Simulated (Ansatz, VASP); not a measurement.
# Li2Pd: VASP beside Ansatz

INCAR

```
SYSTEM = Li2Pd
  ALGO = Normal
  EDIFF = 1E-7
  EDIFFG = -0.001
  ENCUT = 600
  GGA = CA
  IBRION = 2
  ISIF = 3
  ISMEAR = -1
  LASPH = .True.
  LCHARG = .False.
  LREAL = .False.
  LWAVE = .False.
  NELM = 60
  NSW = 80
  PREC = Accurate
  SIGMA = 0.15
```

File KPOINTS:

```
k-points
0
Gamma
  12 12 16
  0 0 0
```

The input POSCAR:

```
Li2Pd
1.0
    4.1208080040      0.0000000000      0.0000000000
   -2.0604040020      3.5687244156      0.0000000000
    0.0000000000      0.0000000000      2.6267620949
Li Pd
2 1
Direct
    0.3333333333      0.6666666667      0.5000000000
    0.6666666667      0.3333333333      0.5000000000
    0.0000000000      0.0000000000      0.0000000000
```

Input for Ansatz:

```yaml
crystal:
  lattice:
    - [4.120808004, 0.0, 0.0]
    - [-2.060404002, 3.5687244156, 0.0]
    - [0.0, 0.0, 2.6267620949]
  atoms:
    - { symbol: Li, position: [0.3333333333, 0.6666666667, 0.5] }
    - { symbol: Li, position: [0.6666666667, 0.3333333333, 0.5] }
    - { symbol: Pd, position: [0.0, 0.0, 0.0] }
basis:
  ecutwfc: 420
kpoints:
  mp_grid: { grid: [12, 12, 16] }
hamiltonian:
  xc: lda
scf:
  occupations: { method: fermi_dirac, width: 0.15 }
output:
  forces: true
  stress: true
  eigenvalues: true
  write_density: true
  write_potential: true
  elf: true
  volumetric_format: npy
relax:
  adjacent_minimum: "off"
  f_tol: 0.001
  max_steps: 60
  cell: { stress_tol: 0.01 }
```

Alike in both runs: task relaxation of cell and atoms; functional LDA; k mesh 12 × 12 × 16; occupations fermi-dirac, width 0.15 eV; no spin polarisation.

```csv
,VASP,Ansatz
version,VASP 6.6.1,Ansatz 0.2.0
potentials or method,"VASP PAW LDA potentials, release 64 (Li_sv, Pd), cutoff 600 eV","scalar-relativistic, plane waves, PAW"
valence electrons in the cell,16,24
```

|  | VASP | Ansatz | Ansatz less VASP |
| --- | --- | --- | --- |
| gap on the k mesh at the Fermi level, each at its own relaxed structure (eV) | none | none | - |
| relaxed volume (Å³/atom) | 12.88 | 12.89 | +0.008 |
| relaxed cell length with the largest relative difference (Å) | 4.120 | 4.121 | +0.0011 |

LDA's correlation is that of Perdew and Zunger in VASP and of Perdew and Wang (1992) in Ansatz. A gap of «none» marks a metal or a gap that the smearing closes. VASP's potentials hold 16 valence electrons a cell and Ansatz's 24, so a difference there can come from the potentials and not from the codes.

Noted on VASP's run: the cutoff is short for stress, so the pressure is rough.
